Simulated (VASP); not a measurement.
Set up this calculation in VASP 6.6.1, as the native input.

- Task: single point
- Functional: r2SCAN
- Dispersion: rVV10
- Potentials or basis: VASP PAW PBE potentials, release 64 (Mg, Sn_d, Se)
- Cutoff: 660 eV
- k mesh: 6 × 6 × 2
- Occupations: fermi-dirac, width 0.03 eV
- Spin: no spin polarisation
- Dipole correction: no
- Further INCAR settings: ALGO = Normal; EDIFF = 1e-06; NBANDS = 32

Crystal: Mg3SnSe4.

```xyz
8
Lattice="3.9915 0.0000 0.0000 0.0000 3.9915 0.0000 0.0000 0.0000 11.1659" Properties=species:S:1:pos:R:3 pbc="T T T"
Mg    1.9958    1.9958    8.2855
Mg    0.0000    0.0000    5.5829
Mg    1.9958    1.9958    2.8804
Sn    0.0000    0.0000    0.0000
Se    0.0000    0.0000    2.9141
Se    1.9958    1.9958    0.0000
Se    0.0000    0.0000    8.2518
Se    1.9958    1.9958    5.5829
```

These files were run (other wordings do the same):

POSCAR

```
Mg3SnSe4
1.0
    3.9915081487      0.0000000000      0.0000000000
    0.0000000000      3.9915081487      0.0000000000
    0.0000000000      0.0000000000     11.1658639479
Mg Sn Se
3 1 4
Direct
    0.5000000000      0.5000000000      0.7420360231
    0.0000000000      0.0000000000      0.5000000000
    0.5000000000      0.5000000000      0.2579639769
    0.0000000000      0.0000000000      0.0000000000
    0.0000000000      0.0000000000      0.2609826870
    0.5000000000      0.5000000000      0.0000000000
    0.0000000000      0.0000000000      0.7390173130
    0.5000000000      0.5000000000      0.5000000000
```

INCAR.step1

```
PREC = Accurate ; ENCUT = 660
ISMEAR = -1 ; SIGMA = 0.03
LREAL = False ; LASPH = True
NELM = 120 ; NBANDS = 32
GGA = PE ; ALGO = Normal
EDIFF = 1E-5 ; LWAVE = True
LCHARG = False ; GGA_COMPAT = False
```

INCAR.step2

```
PREC = Accurate ; ENCUT = 660
EDIFF = 1E-6 ; ISMEAR = -1
SIGMA = 0.03 ; LREAL = False
LASPH = True ; NELM = 120
ALGO = Normal ; ISIF = 2
LWAVE = False ; LCHARG = True
METAGGA = R2SCAN ; LMIXTAU = True
LUSE_VDW = True ; IVDW_NL = 2
BPARAM = 11.95 ; CPARAM = 0.0093
LELF = True ; LVHAR = True
NBANDS = 32 ; ISTART = 1
GGA_COMPAT = False
```

KPOINTS

```
regular mesh
0
Gamma
  6 6 2
```

Potentials or basis: VASP PAW PBE potentials, release 64 (Mg, Sn_d, Se).

The run is started by

```bash
$ cat potpaw_PBE.64/Mg/POTCAR potpaw_PBE.64/Sn_d/POTCAR potpaw_PBE.64/Se/POTCAR > POTCAR
$ cp INCAR.step1 INCAR
$ mpirun -np 1 vasp_std > vasp.out
$ cp INCAR.step2 INCAR
$ mpirun -np 1 vasp_std > vasp.out
```

Results of the run:

| Property | Result |
| --- | --- |
| Pressure | -0.1 GPa |
| Largest force | 0.020 eV/Å |
| Band gap on the k mesh | zero (bands 22 and 23 overlap by 0.26 eV) |

Caveat: semilocal functionals underestimate gaps, so a narrow gap can read as zero; the PAW data sets were made with another functional, which shifts forces and pressure a little; spin-orbit coupling is left out, which moves the levels of the heavy elements.

Run time: 22 min on 1 thread of Intel Xeon 8259CL (shared host), peak memory 0.92 GiB.
